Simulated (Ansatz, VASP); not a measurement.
# LiF: VASP beside Ansatz

File INCAR:

```
PREC = Accurate ; ENCUT = 520
EDIFF = 1E-6 ; ISMEAR = 0
SIGMA = 0.05 ; LREAL = False
LASPH = True ; NELM = 80
ALGO = Normal ; ISIF = 2
LWAVE = False ; LCHARG = False
NBANDS = 18
```

Contents of KPOINTS:

```
Automatic mesh
0
Gamma
  9 9 6
```

Contents of POSCAR:

```
LiF
1.0
    2.9830981508      0.0000000000      0.0000000000
   -1.4915490754      2.5834387805      0.0000000000
    0.0000000000      0.0000000000      4.8069643601
Li F
2 2
Direct
    0.3333333333      0.6666666667      0.4120529761
    0.6666666667      0.3333333333      0.9120529761
    0.3333333333      0.6666666667      0.9910195924
    0.6666666667      0.3333333333      0.4910195924
```

Input for Ansatz:

```yaml
crystal:
  lattice:
    - [2.9830981508, 0.0, 0.0]
    - [-1.4915490754, 2.5834387805, 0.0]
    - [0.0, 0.0, 4.8069643601]
  atoms:
    - { symbol: Li, position: [0.3333333333, 0.6666666667, 0.4120529761] }
    - { symbol: Li, position: [0.6666666667, 0.3333333333, 0.9120529761] }
    - { symbol: F, position: [0.3333333333, 0.6666666667, 0.9910195924] }
    - { symbol: F, position: [0.6666666667, 0.3333333333, 0.4910195924] }
basis:
  ecutwfc: 520.0
kpoints:
  mp_grid: { grid: [9, 9, 6] }
hamiltonian:
  xc: lda
scf:
  occupations: { method: gaussian, width: 0.05 }
output:
  forces: true
  stress: true
  eigenvalues: true
```

Alike in both runs: task single point; functional LDA; k mesh 9 × 9 × 6; occupations gaussian, width 0.05 eV; no spin polarisation.

|  | VASP | Ansatz |
| --- | --- | --- |
| version | VASP 6.6.1 | Ansatz 0.2.0 |
| potentials or method | VASP PAW LDA potentials, release 64 (Li_sv, F), cutoff 520 eV | scalar-relativistic, plane waves, PAW |
| valence electrons in the cell | 20 | 20 |

```csv
,VASP,Ansatz,Ansatz less VASP
gap on the k mesh at the Fermi level (eV),7.73,7.74,+0.017
least direct gap on the mesh (eV),7.73,7.74,+0.017
rms of the force components (eV/Å),0.226,0.224,-0.0026
```

LDA's correlation is that of Perdew and Zunger in VASP and of Perdew and Wang (1992) in Ansatz. Atom by atom the forces differ by 0.003 eV/Å (rms over components).

Noted on VASP's run: the cutoff is short for stress, so the pressure is rough.
